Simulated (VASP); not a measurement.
**TePb: relaxation of the atoms with PBE**

Crystal: TePb.

```
Pb Te
1.0
    -0.02573    3.27784    3.28521
     3.27784   -0.02573    3.28521
     3.25211    3.25211    0.00000
Pb Te
1 1
Direct
  0.00000 0.00000 0.00000
  0.50000 0.50000 0.50000
```

This cell differs from its parent crystal: strained cell.

```
Program                : VASP 6.6.1
Task                   : relaxation of the atoms
Functional             : PBE
Potentials or basis    : VASP PAW PBE potentials, release 64 (Pb_d, Te)
Cutoff                 : 450 eV
k mesh                 : 6 × 6 × 6
Occupations            : gaussian, width 0.02 eV
Spin                   : no spin polarisation
Dipole correction      : no
Further INCAR settings : ALGO = Normal; EDIFF = 1e-07; IBRION = 2; EDIFFG = -0.002; NSW = 60
```

```
Pressure after relaxing : 0.2 GPa
Band gap on the k mesh  : 0.75 eV (least direct gap 0.82 eV)
```

Stress tensor (GPa, compression positive):
```
0.23 0.22 0.00
0.22 0.23 0.00
0.00 0.00 0.00
```

Final structure:
```
CELL_PARAMETERS angstrom
-0.02573 3.27784 3.28521
3.27784 -0.02573 3.28521
3.25211 3.25211 0.00000
ATOMIC_POSITIONS crystal
Pb 0.00000 0.00000 0.00000
Te 0.50000 0.50000 0.50000
```

Levels at points of the mesh, in eV from the valence-band top:
```csv
k point,band 7,band 8,band 9,band 10,band 11,band 12,band 13,band 14
"(0.00, 0.00, 0.00)",-5.74,-1.27,-1.19,-1.14,3.96,3.99,4.04,5.79
"(0.50, 0.00, 0.00)",-8.40,-0.77,-0.73,0.00,0.82,1.36,1.41,8.29
"(0.50, 0.50, 0.00)",-7.25,-4.17,-2.64,-2.49,3.47,5.27,5.32,6.40
"(0.00, 0.00, 0.50)",-8.37,-0.81,-0.78,-0.07,0.75,1.30,1.34,8.33
"(0.50, 0.00, 0.50)",-7.26,-4.18,-2.58,-2.56,3.46,5.26,5.30,6.43
```

It took 48 s on 1 thread of Oxide Virtual Turin-like Processor, with other jobs on the host, peak memory 0.17 GiB.

Caveat: the cell differs from its parent crystal (strained cell); spin-orbit coupling is left out, which moves the levels of the heavy elements. A k mesh can miss the band edges.
